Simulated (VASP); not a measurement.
# Re (P6_3/mmc) in VASP: notebook, part 2 of 3

VASP 6.6.1.

**3. Single point, PBEsol**

This run uses another cell than the first one, of 12.51 Å³/atom.

File INCAR:

```
SYSTEM = Re
ALGO = Normal
EDIFF = 1E-6
ENCUT = 520
GGA = PS
ISIF = 2
ISMEAR = 0
LASPH = .TRUE.
LCHARG = .TRUE.
LELF = .TRUE.
LREAL = .FALSE.
LVHAR = .TRUE.
LWAVE = .FALSE.
NBANDS = 14
NELM = 80
PREC = Accurate
SIGMA = 0.15
```

File KPOINTS:

```
k-points
0
G
  18 18 10
  0 0 0
```

File POSCAR:

```
Re
1.0
    2.6586000000      0.0000000000      0.0000000000
   -1.3293000000      2.3024151385      0.0000000000
    0.0000000000      0.0000000000      4.0878000000
Re
2
Direct
    0.3333333333      0.6666666667      0.2500000000
    0.6666666667      0.3333333333      0.7500000000
```

Potentials or basis: VASP PAW PBE potentials, release 64 (Re).

Started as:

```
$ cat potpaw_PBE.64/Re/POTCAR > POTCAR
$ mpirun -np 1 vasp_std > vasp.out
```

OUTCAR:

```text
SYSTEM = Re
   EDIFF = 1E-6
   ENCUT = 520
   GGA = PS
   ISIF = 2
   ISMEAR = 0
   LASPH = .TRUE.
   LREAL = .FALSE.
   NELM = 80
   PREC = Accurate

 ion  position               nearest neighbor table
   1  0.333  0.667  0.250-   2 2.56   2 2.56   2 2.56   2 2.56   2 2.56   2 2.56
   2  0.667  0.333  0.750-   1 2.56   1 2.56   1 2.56   1 2.56   1 2.56   1 2.56

  LATTYP: Found a hexagonal cell.
 ALAT       =     2.6586000000
 C/A-ratio  =     1.5375761679

  Lattice vectors:

 A1 = (   2.6586000000,   0.0000000000,   0.0000000000)
 A2 = (  -1.3293000000,   2.3024151385,   0.0000000000)
 A3 = (   0.0000000000,   0.0000000000,   4.0878000000)

Analysis of symmetry for initial positions (statically):
=====================================================================
 Subroutine PRICEL returns:
 Original cell was already a primitive cell.

 Routine SETGRP: Setting up the symmetry group for a
 hexagonal supercell.

 Subroutine GETGRP returns: Found 24 space group operations
 (whereof 12 operations were pure point group operations)
 out of a pool of 24 trial point group operations.

The static configuration has the point symmetry D_3d.
 The point group associated with its full space group is D_6h.

Analysis of symmetry for dynamics (positions and initial velocities):
=====================================================================
 Subroutine PRICEL returns:
 Original cell was already a primitive cell.

 Routine SETGRP: Setting up the symmetry group for a
 hexagonal supercell.

 Subroutine GETGRP returns: Found 24 space group operations
 (whereof 12 operations were pure point group operations)
 out of a pool of 24 trial point group operations.

The dynamic configuration has the point symmetry D_3d.
 The point group associated with its full space group is D_6h.

 Subroutine INISYM returns: Found 24 space group operations
 (whereof 12 operations are pure point group operations),
 and found     1 'primitive' translations

[... 122 lines left out ...]
   IVDW    =     0    specifies the selected vdW correction
   LEPSILON=     F    determine dielectric tensor
   LRPA    =     F    only Hartree local field effects (RPA)
 non-spin polarized calculation
 Gauss-broadening in eV      SIGMA  =   0.15
  energy-cutoff  :      520.00
  volume of cell :       25.02
 maximum number of plane-waves:       699
 NGX is ok and might be reduce to    20
   NGX =  9   NGY =  9   NGZ = 15

 number of electron      14.0000001 magnetization

 Free energy of the ion-electron system (eV)
  ---------------------------------------------------
  ext. energy  EPLUGINS =         0.00000000
  ---------------------------------------------------
  free energy    TOTEN  =       -25.70742365 eV

  energy without entropy =      -25.68932763  energy(sigma->0) =      -25.69837564

 E-fermi :   9.8250     XC(G=0): -14.7146

 val. band max:        9.8164334737   @ k =   0.3333   0.1667   0.4000
 cond. band min:       9.8251693059   @ k =   0.1667   0.0556   0.1000
 fundamental gap:      0.0087358322
 Fermi energy:         9.8249939942

 k-point     1 :       0.0000    0.0000    0.0000
  band No.  band energies     occupation
      1      -1.1463      2.00000
      2       1.9040      2.00000
      3       7.6341      2.00000
      4       7.6341      2.00000
      5       8.5313      2.00000
      6       8.9147      2.00000
      7       8.9147      2.00000
      8       9.4739      1.99907
      9       9.4739      1.99907
     10      11.6489      0.00000
     11      13.9709      0.00000
     12      13.9709      0.00000
     13      22.5580      0.00000
     14      23.9448      0.00000
[... 377 lines left out ...]
      1       2.8955      2.00000
      2       3.4259      2.00000
      3       3.4797      2.00000
      4       6.8798      2.00000
      5       7.1956      2.00000
      6       8.6504      2.00000
      7       9.4799      1.99886
      8      13.9796      0.00000
      9      14.3734      0.00000
     10      15.5712      0.00000
     11      16.6534      0.00000
     12      19.7571      0.00000
     13      22.1222      0.00000
     14      22.3862      0.00000

 [... further k-points ...]

------------------------ aborting loop because EDIFF is reached ----------------------------------------

  FORCE on cell =-STRESS in cart. coord.  units (eV):
  Direction    XX          YY          ZZ          XY          YZ          ZX
  --------------------------------------------------------------------------------------
  -------------------------------------------------------------------------------------
  Total       11.5890817     11.5890817     17.0449010      0.0000000      0.0000000      0.0000000
  in kB      742.0502837    742.0502837   1091.3870423      0.0000000      0.0000000      0.0000000
  external PRESSURE =     858.4958699 kB  Pullay stress =       0.0000000 kB

 VOLUME and BASIS-vectors are now :
 -----------------------------------------------------------------------------
  energy-cutoff  :      520.00
  volume of cell :       25.02
      direct lattice vectors                 reciprocal lattice vectors
     2.658600000  0.000000000  0.000000000     0.376137817  0.217163270  0.000000000
    -1.329300000  2.302415138  0.000000000     0.000000000  0.434326540  0.000000000
     0.000000000  0.000000000  4.087800000     0.000000000  0.000000000  0.244630364

 POSITION                                       TOTAL-FORCE (eV/Angst)
 -----------------------------------------------------------------------------------
     -0.00000      1.53494      1.02195        -0.000000      0.000000      0.000000
      1.32930      0.76747      3.06585         0.000000     -0.000000      0.000000
 -----------------------------------------------------------------------------------
    total drift:                                0.000000     -0.000000     -0.000000

  FREE ENERGIE OF THE ION-ELECTRON SYSTEM (eV)
  ---------------------------------------------------
  free  energy   TOTEN  =       -25.7074236526 eV

  energy  without entropy=      -25.6893276267  energy(sigma->0) =      -25.69837564
```

OSZICAR:

```text
N       E                     dE             d eps       ncg     rms          rms(c)
DAV:   1     0.213863808605E+02    0.21386E+02   -0.70434E+03 12400   0.131E+03
DAV:   2    -0.259943919146E+02   -0.47381E+02   -0.42385E+02 10190   0.311E+02
DAV:   3    -0.269313029437E+02   -0.93691E+00   -0.91720E+00  9400   0.417E+01
DAV:   4    -0.269397422382E+02   -0.84393E-02   -0.84345E-02  9666   0.256E+00
DAV:   5    -0.269398875149E+02   -0.14528E-03   -0.14526E-03  9318   0.601E-01    0.602E+01
DAV:   6    -0.260914173087E+02    0.84847E+00   -0.38874E-01 10878   0.155E+01    0.305E+01
DAV:   7    -0.257132209609E+02    0.37820E+00   -0.44431E-01 10880   0.160E+01    0.457E-01
DAV:   8    -0.257083254713E+02    0.48955E-02   -0.54465E-03 10572   0.827E-01    0.348E-01
DAV:   9    -0.257074128620E+02    0.91261E-03   -0.59449E-04 10468   0.354E-01    0.415E-02
DAV:  10    -0.257074284855E+02   -0.15624E-04   -0.74366E-05 10470   0.127E-01    0.185E-02
DAV:  11    -0.257074237800E+02    0.47055E-05   -0.46618E-07  6046   0.204E-02    0.199E-03
DAV:  12    -0.257074236526E+02    0.12737E-06   -0.22828E-07  4548   0.135E-02
   1 F= -.25707424E+02 E0= -.25698376E+02  d E =-.180960E-01
```

stdout:

```text
POSCAR found type information on POSCAR Re
 POSCAR found :  1 types and       2 ions
 scaLAPACK will be used
 -----------------------------------------------------------------------------
|                                                                             |
|                                                                             |
|     You enforced a specific xc type in the INCAR file but a different       |
|     I HOPE YOU KNOW WHAT YOU ARE DOING!                                     |
|                                                                             |
 -----------------------------------------------------------------------------

 LDA part: xc-table for (Slater+PW92), standard interpolation
 POSCAR, INCAR and KPOINTS ok, starting setup
 FFT: planning ... GRIDC
 FFT: planning ... GRID_SOFT
 FFT: planning ... GRID
 WAVECAR not read
 entering main loop
```

Wall time 60 s (1 thread of AMD EPYC 7R13 (Zen 3), shared host); peak memory 0.16 GiB.

What came out:

| Quantity | Value |
| --- | --- |
| Free energy | -25.7074 eV |
| Pressure | 85.8 GPa |
| Band gap on the k mesh | zero (bands 7 and 8 overlap by 4.59 eV) |

Stress tensor (GPa, compression positive):
```
 74.21   0.00   0.00
  0.00  74.21   0.00
  0.00   0.00 109.14
```

Levels at points of the mesh, in eV from the Fermi level:
```tsv
k point	band 3	band 4	band 5	band 6	band 7	band 8	band 9	band 10	band 11	band 12
(0.00, 0.00, 0.00)	-2.19	-2.19	-1.29	-0.91	-0.91	-0.35	-0.35	1.82	4.15	4.15
(0.50, 0.00, 0.00)	-6.39	-2.98	-1.87	-1.06	-0.21	4.55	5.44	6.03	7.58	8.66
(0.00, 0.00, 0.50)	-2.50	-2.50	-2.50	-2.50	-2.46	-2.46	3.32	3.32	3.32	3.32
(0.50, 0.00, 0.50)	-4.89	-4.89	0.20	0.20	1.40	1.40	5.07	5.07	6.03	6.03
```

Caveat: the stress differs along the axes, from 74 to 109 GPa; the PAW data sets were made with another functional, which shifts forces and pressure a little; spin-orbit coupling is left out, which moves the levels of the heavy elements.

**4. Single point, PBEsol**

This run uses another cell than the first one, of 12.81 Å³/atom.

File INCAR:

```
SYSTEM = Re
PREC = Accurate ; ENCUT = 520
EDIFF = 1E-7 ; ISMEAR = 0
SIGMA = 0.15 ; LREAL = .FALSE.
LASPH = .TRUE. ; NELM = 60
ALGO = Normal ; ISIF = 2
LWAVE = .FALSE. ; LCHARG = .FALSE.
GGA = PS ; NBANDS = 14
```

File KPOINTS:

```
Automatic mesh
0
G
  18 18 10
  0 0 0
```

File POSCAR:

```
Re
1.0
    2.7502953086      0.0000000000      0.0000000000
   -1.3751476543      2.3818256051      0.0000000000
    0.0000000000      0.0000000000      3.9101000000
Re
2
Direct
    0.3333333333      0.6666666667      0.2500000000
    0.6666666667      0.3333333333      0.7500000000
```

Started as:

```
$ cat potpaw_PBE.64/Re/POTCAR > POTCAR
$ mpirun -np 1 vasp_std > vasp.out
```

It took 57 s on 1 thread of AMD EPYC 7R13 (Zen 3), shared host; peak memory 0.16 GiB.

The run converged. Its results:

* Free energy: -25.5530 eV
* Pressure: 75.0 GPa
* Band gap on the k mesh: zero (bands 7 and 8 overlap by 3.87 eV)

Stress tensor (GPa, compression positive):
```
 51.76   0.00   0.00
  0.00  51.76   0.00
  0.00   0.00 121.36
```

Levels at points of the mesh, in eV from the Fermi level:
```csv
k point,band 3,band 4,band 5,band 6,band 7,band 8,band 9,band 10,band 11,band 12
"(0.00, 0.00, 0.00)",-2.48,-2.48,-1.29,-1.29,-0.93,-0.93,-0.26,2.69,3.83,3.83
"(0.50, 0.00, 0.00)",-6.08,-3.69,-2.37,-0.39,0.33,3.41,4.62,6.27,6.73,7.78
"(0.00, 0.00, 0.50)",-3.08,-3.08,-3.08,-3.08,-1.96,-1.96,3.34,3.34,3.34,3.34
"(0.50, 0.00, 0.50)",-4.45,-4.45,-0.34,-0.34,1.13,1.13,4.18,4.18,5.41,5.41
```

Caveat: the stress differs along the axes, from 52 to 121 GPa; the PAW data sets were made with another functional, which shifts forces and pressure a little; spin-orbit coupling is left out, which moves the levels of the heavy elements.

(Part 2 of 3 ends here.)
